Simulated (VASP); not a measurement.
# B (R-3m) in VASP: relaxation of cell and atoms with PBE

Aim: the relaxation of cell and atoms of B with PBE.

All numbers are computed with VASP 6.6.1; they aren't measurements. Logs are shortened: lines on timing, memory, paths and dates and some standing lists are left out, and cuts for length are marked.

### Step 1. The cell of the first run

It takes space group R-3m (No. 166, trigonal). The conventional cell has a = 2.466 Å, b = 2.466 Å, c = 8.391 Å, α = 90.00°, β = 90.00°, γ = 120.00°. Within 2.2 Å of B (site symmetry 3m) lie 4 B at 1.68 to 1.81 Å.

### Step 2. Relaxation of cell and atoms, PBE

The input, INCAR:

```
SYSTEM = B
PREC     = Accurate       ! precision mode
ENCUT    = 600            ! plane-wave cutoff, eV
EDIFF    = 1E-7           ! SCF threshold, eV
ISMEAR   = 0              ! smearing method
SIGMA    = 0.1            ! smearing width, eV
LREAL    = .False.        ! projectors in reciprocal space
LASPH    = .True.         ! aspherical terms in the spheres
NELM     = 60             ! most SCF steps
ALGO     = Fast           ! electronic algorithm
ISIF     = 3              ! what is computed and relaxed
LWAVE    = .False.        ! write WAVECAR
LCHARG   = .False.        ! write CHGCAR
GGA      = PE             ! functional
IBRION   = 2              ! ionic algorithm
NSW      = 100            ! ionic steps
EDIFFG   = -0.01          ! ionic threshold
```

The input, KPOINTS:

```
regular mesh
0
Gamma
  27 27 27
  0 0 0
```

The input, POSCAR:

```
B
1.0
    1.2327964448      0.7117553592      2.7968607236
   -1.2327964448      0.7117553592      2.7968607236
    0.0000000000     -1.4235107185      2.7968607236
B
2
Direct
    0.1002304220      0.1002304220      0.1002304220
    0.8997695780      0.8997695780      0.8997695780
```

Potentials or basis: VASP PAW PBE potentials, release 64 (B).

The run is started by

```bash
cat potpaw_PBE.64/B/POTCAR > POTCAR
mpirun -np 1 vasp_std > vasp.out
```

OUTCAR:

```text
SYSTEM = B
   PREC = Accurate
   ENCUT = 600
   EDIFF = 1E-7
   ISMEAR = 0
   LREAL = .False.
   LASPH = .True.
   NELM = 60
   ISIF = 3
   GGA = PE
   IBRION = 2
   NSW = 100
   EDIFFG = -0.01

 ion  position               nearest neighbor table
   1  0.100  0.100  0.100-   2 1.68   2 1.81   2 1.81   2 1.81
   2  0.900  0.900  0.900-   1 1.68   1 1.81   1 1.81   1 1.81

  LATTYP: Found a trigonal (rhomboedric) cell.
 ALAT       =     3.1382818027
 COS(alpha) =     0.6913765903

  Lattice vectors:

 A1 = (   1.2327964448,   0.7117553592,   2.7968607236)
 A2 = (  -1.2327964448,   0.7117553592,   2.7968607236)
 A3 = (   0.0000000000,  -1.4235107185,   2.7968607236)

Analysis of symmetry for initial positions (statically):
=====================================================================
 Subroutine PRICEL returns:
 Original cell was already a primitive cell.

 Routine SETGRP: Setting up the symmetry group for a
 trigonal (rhombohedral) supercell.

 Subroutine GETGRP returns: Found 12 space group operations
 (whereof 12 operations were pure point group operations)
 out of a pool of 12 trial point group operations.

The static configuration has the point symmetry D_3d.

Analysis of symmetry for dynamics (positions and initial velocities):
=====================================================================
 Subroutine PRICEL returns:
 Original cell was already a primitive cell.

 Routine SETGRP: Setting up the symmetry group for a
 trigonal (rhombohedral) supercell.

 Subroutine GETGRP returns: Found 12 space group operations
 (whereof 12 operations were pure point group operations)
 out of a pool of 12 trial point group operations.

The dynamic configuration has the point symmetry D_3d.

 Subroutine INISYM returns: Found 12 space group operations
 (whereof 12 operations are pure point group operations),
 and found     1 'primitive' translations

----------------------------------------------------------------------------------------

                                     Primitive cell

  volume of cell :      14.7246

  direct lattice vectors                    reciprocal lattice vectors
     1.232796445  0.711755359  2.796860724     0.405581961  0.234162855  0.119181241
    -1.232796445  0.711755359  2.796860724    -0.405581961  0.234162855  0.119181241
     0.000000000 -1.423510718  2.796860724     0.000000000 -0.468325709  0.119181241
[... 98 lines left out ...]
   EFERMI =   0.00;   METHOD = LEGACY
   ISMEAR =     0;   SIGMA  =   0.10  broadening in eV -4-tet -1-fermi 0-gaus
   EFERMI_NEDOS =   21; number of points for ismear=-14 and -15
   IALGO  =     68    algorithm
   IMIX   =      4    mixing-type and parameters
     AMIX     =   0.40;   BMIX     =  1.00
     AMIX_MAG =   1.60;   BMIX_MAG =  1.00
  volume/ion in A,a.u.               =       7.36        49.68
  Fermi-wavevector in a.u.,A,eV,Ry     =   1.213698  2.293556 20.042225  1.473062
  Thomas-Fermi vector in A             =   2.349141
   LORBIT       =      0    0 simple, 1 ext, 2 COOP (PROOUT), +10 PAW based schemes
   GGA     = PE    functional components
   LHFCALC =     F    Hartree Fock is set to
   AEXX    =    0.0000 exact exchange contribution
   IVDW    =     0    specifies the selected vdW correction
   LEPSILON=     F    determine dielectric tensor
   LRPA    =     F    only Hartree local field effects (RPA)
 conjugate gradient relaxation of ions
 non-spin polarized calculation
 RMM-DIIS sequential band-by-band and
 Gauss-broadening in eV      SIGMA  =   0.10
  energy-cutoff  :      600.00
  volume of cell :       14.72
 maximum number of plane-waves:       505
 NGX is ok and might be reduce to    28
   NGX = 13   NGY = 13   NGZ = 13

--------------------------------------- Ionic step        1  -------------------------------------------

 number of electron       6.0000000 magnetization

 Free energy of the ion-electron system (eV)
  ---------------------------------------------------
  ext. energy  EPLUGINS =         0.00000000
  ---------------------------------------------------
  free energy    TOTEN  =       -12.00423634 eV

  energy without entropy =      -12.00253549  energy(sigma->0) =      -12.00338591

------------------------ aborting loop because EDIFF is reached ----------------------------------------

  FORCE on cell =-STRESS in cart. coord.  units (eV):
  Direction    XX          YY          ZZ          XY          YZ          ZX
  --------------------------------------------------------------------------------------
  -------------------------------------------------------------------------------------
  Total        0.1315759      0.1315759     -0.2675861      0.0000000      0.0000000      0.0000000
  in kB       14.3166963     14.3166963    -29.1158835      0.0000000      0.0000000      0.0000000
  external PRESSURE =      -0.1608303 kB  Pullay stress =       0.0000000 kB
[... 167 lines left out ...]
--------------------------------------- Ionic step        6  -------------------------------------------

 number of electron       6.0000000 magnetization

 Free energy of the ion-electron system (eV)
  ---------------------------------------------------
  ext. energy  EPLUGINS =         0.00000000
  ---------------------------------------------------
  free energy    TOTEN  =       -12.00533603 eV

  energy without entropy =      -12.00362642  energy(sigma->0) =      -12.00448122

 E-fermi :   6.0199     XC(G=0): -11.7873

 val. band max:        6.0164901993   @ k =  -0.2222   0.2222   0.0000
 cond. band min:       6.0237135539   @ k =  -0.1852   0.2593   0.0370
 fundamental gap:      0.0072233546
 Fermi energy:         6.0198778069

 k-point     1 :       0.0000    0.0000    0.0000
  band No.  band energies     occupation
      1      -8.9256      2.00000
      2       3.2647      2.00000
      3      10.3793      0.00000
      4      13.7692      0.00000
      5      13.7692      0.00000
      6      15.2875      0.00000
      7      15.2875      0.00000
[... 221 lines left out ...]
 k-point    24 :       0.3704    0.0370    0.0000
  band No.  band energies     occupation
      1      -5.3679      2.00000
      2       2.4550      2.00000
      3       3.8192      2.00000
      4      10.0525      0.00000
      5      14.1849      0.00000
      6      14.9407      0.00000
      7      15.2674      0.00000

 [... further k-points ...]

------------------------ aborting loop because EDIFF is reached ----------------------------------------

  FORCE on cell =-STRESS in cart. coord.  units (eV):
  Direction    XX          YY          ZZ          XY          YZ          ZX
  --------------------------------------------------------------------------------------
  -------------------------------------------------------------------------------------
  Total       -0.0118037     -0.0118037     -0.0157254      0.0000000      0.0000000      0.0000000
  in kB       -1.2782311     -1.2782311     -1.7029179      0.0000000      0.0000000      0.0000000
  external PRESSURE =      -1.4197934 kB  Pullay stress =       0.0000000 kB
[... 17 lines left out ...]
  FREE ENERGIE OF THE ION-ELECTRON SYSTEM (eV)
  ---------------------------------------------------
  free  energy   TOTEN  =       -12.0053360261 eV

  energy  without entropy=      -12.0036264220  energy(sigma->0) =      -12.00448122

 reached required accuracy - stopping structural energy minimisation
```

Wall time 22 min (1 thread of Oxide Virtual Turin-like, shared host); peak memory 0.31 GiB.

What came out:

| Quantity | Value |
| --- | --- |
| Free energy | -12.0053 eV |
| Relaxed volume | 7.40 Å³/atom |
| Relaxed cell | a = 3.132 Å, b = 3.132 Å, c = 3.132 Å, α = 46.56°, β = 46.56°, γ = 46.56° |
| Space group after relaxing (to 0.1 Å) | R-3m (No. 166) |
| Energy gained by relaxing | 0.5 meV/atom |
| Ionic steps | 6 |
| Pressure after relaxing | -0.1 GPa |
| Largest force after relaxing | 0.007 eV/Å |
| Band gap on the k mesh | zero (bands 3 and 4 overlap by 10.44 eV) |

Forces on the atoms (eV/Å):
```
B    0.000  0.000  0.007
B    0.000  0.000 -0.007
```

Step by step:
| step | energy change (eV) | largest force (eV/Å) | pressure (GPa) | volume (Å³) |
| --- | --- | --- | --- | --- |
| 1 | 0.0000 | 0.1238 | -0.02 | 14.72 |
| 2 | 0.0011 | 0.3490 | 1.17 | 14.72 |
| 3 | -0.0008 | 0.0588 | 0.43 | 14.72 |
| 4 | -0.0011 | 0.0170 | 0.36 | 14.76 |
| 5 | -0.0011 | 0.0124 | 0.36 | 14.76 |
| 6 | -0.0011 | 0.0068 | -0.14 | 14.80 |

Final structure:
```
B
1.0
     1.23787    0.71469    2.78725
    -1.23787    0.71469    2.78725
     0.00000   -1.42937    2.78725
B
2
Direct
  0.10011 0.10011 0.10011
  0.89989 0.89989 0.89989
```

Levels at points of the mesh, in eV from the Fermi level:
| k point | band 1 | band 2 | band 3 | band 4 | band 5 | band 6 | band 7 |
| --- | --- | --- | --- | --- | --- | --- | --- |
| (0.00, 0.00, 0.00) | -14.95 | -2.76 | 4.36 | 7.75 | 7.75 | 9.27 | 9.27 |
